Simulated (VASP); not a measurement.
# Mg (P6_3/mmc) in VASP: further runs, part 2 of 2

VASP 6.6.1.

## (4) Single point, PBE

Contents of INCAR:

```
SYSTEM = Mg
PREC     = Accurate       ! precision mode
ENCUT    = 520            ! plane-wave cutoff, eV
EDIFF    = 1E-6           ! SCF threshold, eV
ISMEAR   = 0              ! smearing method
SIGMA    = 0.028000000000000004 ! smearing width, eV
LREAL    = .False.        ! projectors in reciprocal space
LASPH    = .True.         ! aspherical terms in the spheres
NELM     = 60             ! most SCF steps
ALGO     = Fast           ! electronic algorithm
ISIF     = 2              ! what is computed and relaxed
LWAVE    = .False.        ! write WAVECAR
LCHARG   = .False.        ! write CHGCAR
GGA      = PE             ! functional
NBANDS   = 9              ! bands
```

Contents of KPOINTS:

```
regular mesh
0
Gamma
  10 10 5
  0 0 0
```

Contents of POSCAR:

```
Mg
1.0
    3.2093000000      0.0000000000      0.0000000000
   -1.6046500000      2.7793353284      0.0000000000
    0.0000000000      0.0000000000      5.2103000000
Mg
2
Direct
    0.6666666667      0.3333333333      0.7500000000
    0.3333333333      0.6666666667      0.2500000000
```

Potentials or basis: VASP PAW PBE potentials, release 64 (Mg).

On the command line:

```sh
cat potpaw_PBE.64/Mg/POTCAR > POTCAR
mpirun -np 1 vasp_std > vasp.out
```

OUTCAR:

```text
SYSTEM = Mg
   PREC = Accurate
   ENCUT = 520
   EDIFF = 1E-6
   ISMEAR = 0
   LREAL = .False.
   LASPH = .True.
   NELM = 60
   ISIF = 2
   GGA = PE

 ion  position               nearest neighbor table
   1  0.667  0.333  0.750-   2 3.20   2 3.20   2 3.20   2 3.20   2 3.20   2 3.20
   2  0.333  0.667  0.250-   1 3.20   1 3.20   1 3.20   1 3.20   1 3.20   1 3.20

  LATTYP: Found a hexagonal cell.
 ALAT       =     3.2093000000
 C/A-ratio  =     1.6235004518

  Lattice vectors:

 A1 = (   3.2093000000,   0.0000000000,   0.0000000000)
 A2 = (  -1.6046500000,   2.7793353284,   0.0000000000)
 A3 = (   0.0000000000,   0.0000000000,   5.2103000000)

Analysis of symmetry for initial positions (statically):
=====================================================================
 Subroutine PRICEL returns:
 Original cell was already a primitive cell.

 Routine SETGRP: Setting up the symmetry group for a
 hexagonal supercell.

 Subroutine GETGRP returns: Found 24 space group operations
 (whereof 12 operations were pure point group operations)
 out of a pool of 24 trial point group operations.

The static configuration has the point symmetry D_3d.
[... 173 lines left out ...]
  band No.  band energies     occupation
      1      -4.3093      2.00000
      2       0.9089      2.00000
      3       1.3256      2.00000
      4      13.4381      0.00000
      5      13.4381      0.00000
      6      13.5278      0.00000
      7      13.5278      0.00000
      8      14.3315      0.00000
      9      15.8831      0.00000
[... 265 lines left out ...]
 k-point    24 :       0.4000    0.1000    0.2000
  band No.  band energies     occupation
      1      -0.0818      2.00000
      2       1.7185      2.00000
      3       3.1685      0.00000
      4       4.9000      0.00000
      5       6.8409      0.00000
      6       7.8182      0.00000
      7       9.3083      0.00000
      8      10.5780      0.00000
      9      13.0328      0.00000

 [... further k-points ...]

------------------------ aborting loop because EDIFF is reached ----------------------------------------

  FORCE on cell =-STRESS in cart. coord.  units (eV):
  Direction    XX          YY          ZZ          XY          YZ          ZX
  --------------------------------------------------------------------------------------
  -------------------------------------------------------------------------------------
  Total       -0.2332989     -0.2332989     -0.0238987      0.0000000      0.0000000      0.0000000
  in kB       -8.0428378     -8.0428378     -0.8238947      0.0000000      0.0000000      0.0000000
  external PRESSURE =      -5.6365234 kB  Pullay stress =       0.0000000 kB

 VOLUME and BASIS-vectors are now :
 -----------------------------------------------------------------------------
  energy-cutoff  :      520.00
  volume of cell :       46.47
      direct lattice vectors                 reciprocal lattice vectors
     3.209300000  0.000000000  0.000000000     0.311594429  0.179899127  0.000000000
    -1.604650000  2.779335328  0.000000000     0.000000000  0.359798255  0.000000000
     0.000000000  0.000000000  5.210300000     0.000000000  0.000000000  0.191927528

 POSITION                                       TOTAL-FORCE (eV/Angst)
 -----------------------------------------------------------------------------------
      1.60465      0.92645      3.90773         0.000000     -0.000000      0.000000
     -0.00000      1.85289      1.30258        -0.000000      0.000000      0.000000
 -----------------------------------------------------------------------------------
    total drift:                                0.000000     -0.000000      0.000000

  FREE ENERGIE OF THE ION-ELECTRON SYSTEM (eV)
  ---------------------------------------------------
  free  energy   TOTEN  =        -2.9994506120 eV

  energy  without entropy=       -2.9985025093  energy(sigma->0) =       -2.99897656
```

stdout:

```text
POSCAR found type information on POSCAR Mg
 POSCAR found :  1 types and       2 ions
 scaLAPACK will be used
 LDA part: xc-table for (Slater+PW92), standard interpolation
 POSCAR, INCAR and KPOINTS ok, starting setup
 FFT: planning ... GRIDC
 FFT: planning ... GRID_SOFT
 FFT: planning ... GRID
 WAVECAR not read
 entering main loop
```

Wall time 5.7 s (1 thread of Intel Xeon 6975P-C (Granite Rapids), shared host); peak memory 0.16 GiB.

Results:

| Property | Result |
| --- | --- |
| Free energy | -2.9995 eV |
| Pressure | -0.6 GPa |
| Band gap on the k mesh | zero (band 2 reaches 3.24 eV, above the bottom of band 3 at 1.33 eV) |

## (5) Single point, PBE

Contents of INCAR:

```
SYSTEM = Mg
PREC = Accurate
ENCUT = 520
EDIFF = 1E-6
ISMEAR = 0
SIGMA = 0.017
LREAL = .FALSE.
LASPH = .TRUE.
NELM = 80
ALGO = Fast
ISIF = 2
LWAVE = .FALSE.
LCHARG = .TRUE.
GGA = PE
LELF = .TRUE.
LVHAR = .TRUE.
NBANDS = 9
```

Contents of KPOINTS:

```
Automatic mesh
0
G
  10 10 5
  0 0 0
```

POSCAR is that of step 4.

Potentials or basis: VASP PAW PBE potentials, release 64 (Mg).

On the command line:

```sh
cat potpaw_PBE.64/Mg/POTCAR > POTCAR
mpirun -np 1 vasp_std > vasp.out
```

OUTCAR:

```text
SYSTEM = Mg
   PREC = Accurate
   ENCUT = 520
   EDIFF = 1E-6
   ISMEAR = 0
   LREAL = .FALSE.
   LASPH = .TRUE.
   NELM = 80
   ISIF = 2
   GGA = PE

 ion  position               nearest neighbor table
   1  0.667  0.333  0.750-   2 3.20   2 3.20   2 3.20   2 3.20   2 3.20   2 3.20
   2  0.333  0.667  0.250-   1 3.20   1 3.20   1 3.20   1 3.20   1 3.20   1 3.20

  LATTYP: Found a hexagonal cell.
 ALAT       =     3.2093000000
 C/A-ratio  =     1.6235004518

  Lattice vectors:

 A1 = (   3.2093000000,   0.0000000000,   0.0000000000)
 A2 = (  -1.6046500000,   2.7793353284,   0.0000000000)
 A3 = (   0.0000000000,   0.0000000000,   5.2103000000)

Analysis of symmetry for initial positions (statically):
=====================================================================
 Subroutine PRICEL returns:
 Original cell was already a primitive cell.

 Routine SETGRP: Setting up the symmetry group for a
 hexagonal supercell.

 Subroutine GETGRP returns: Found 24 space group operations
 (whereof 12 operations were pure point group operations)
 out of a pool of 24 trial point group operations.

The static configuration has the point symmetry D_3d.
[... 173 lines left out ...]
  band No.  band energies     occupation
      1      -4.3093      2.00000
      2       0.9089      2.00000
      3       1.3255      2.00000
      4      13.4380      0.00000
      5      13.4380      0.00000
      6      13.5278      0.00000
      7      13.5278      0.00000
      8      14.3315      0.00000
      9      15.8831      0.00000
[... 265 lines left out ...]
 k-point    24 :       0.4000    0.1000    0.2000
  band No.  band energies     occupation
      1      -0.0818      2.00000
      2       1.7185      2.00000
      3       3.1685      0.00000
      4       4.9000      0.00000
      5       6.8409      0.00000
      6       7.8181      0.00000
      7       9.3083      0.00000
      8      10.5780      0.00000
      9      13.0328      0.00000

 [... further k-points ...]

------------------------ aborting loop because EDIFF is reached ----------------------------------------

  FORCE on cell =-STRESS in cart. coord.  units (eV):
  Direction    XX          YY          ZZ          XY          YZ          ZX
  --------------------------------------------------------------------------------------
  -------------------------------------------------------------------------------------
  Total       -0.2376184     -0.2376184     -0.0240246      0.0000000      0.0000000      0.0000000
  in kB       -8.1917478     -8.1917478     -0.8282347      0.0000000      0.0000000      0.0000000
  external PRESSURE =      -5.7372434 kB  Pullay stress =       0.0000000 kB

 VOLUME and BASIS-vectors are now :
 -----------------------------------------------------------------------------
  energy-cutoff  :      520.00
  volume of cell :       46.47
      direct lattice vectors                 reciprocal lattice vectors
     3.209300000  0.000000000  0.000000000     0.311594429  0.179899127  0.000000000
    -1.604650000  2.779335328  0.000000000     0.000000000  0.359798255  0.000000000
     0.000000000  0.000000000  5.210300000     0.000000000  0.000000000  0.191927528

 POSITION                                       TOTAL-FORCE (eV/Angst)
 -----------------------------------------------------------------------------------
      1.60465      0.92645      3.90773         0.000000     -0.000000      0.000000
     -0.00000      1.85289      1.30258        -0.000000      0.000000      0.000000
 -----------------------------------------------------------------------------------
    total drift:                                0.000000     -0.000000      0.000000

  FREE ENERGIE OF THE ION-ELECTRON SYSTEM (eV)
  ---------------------------------------------------
  free  energy   TOTEN  =        -2.9991083255 eV

  energy  without entropy=       -2.9986079409  energy(sigma->0) =       -2.99885813
```

stdout:

```text
POSCAR found type information on POSCAR Mg
 POSCAR found :  1 types and       2 ions
 scaLAPACK will be used
 LDA part: xc-table for (Slater+PW92), standard interpolation
 POSCAR, INCAR and KPOINTS ok, starting setup
 FFT: planning ... GRIDC
 FFT: planning ... GRID_SOFT
 FFT: planning ... GRID
 WAVECAR not read
 entering main loop
```

It took 5.7 s on 1 thread of Intel Xeon 6975P-C (Granite Rapids), shared host; peak memory 0.16 GiB.

What came out:

* Free energy: -2.9991 eV
* Pressure: -0.6 GPa
* Band gap on the k mesh: zero (band 2 reaches 3.24 eV, above the bottom of band 3 at 1.33 eV)

## (6) The runs side by side

| smearing | gap on the mesh (eV) | pressure (GPa) |
| --- | --- | --- |
| gaussian 0.013 eV | none | -0.6 |
| gaussian 0.022 eV | none | -0.6 |
| gaussian 0.028 eV | none | -0.6 |
| gaussian 0.017 eV | none | -0.6 |

Alike in all rows: task single point; level PBE; potentials or basis VASP PAW PBE potentials, release 64 (Mg); no spin polarisation; cell as given; k mesh 10 × 10 × 5; cutoff (eV) 520.

Every run on the cell as given and a fine mesh finds a metal.

Total energies depend on the potentials used, so only differences within one code and one set of settings carry meaning.
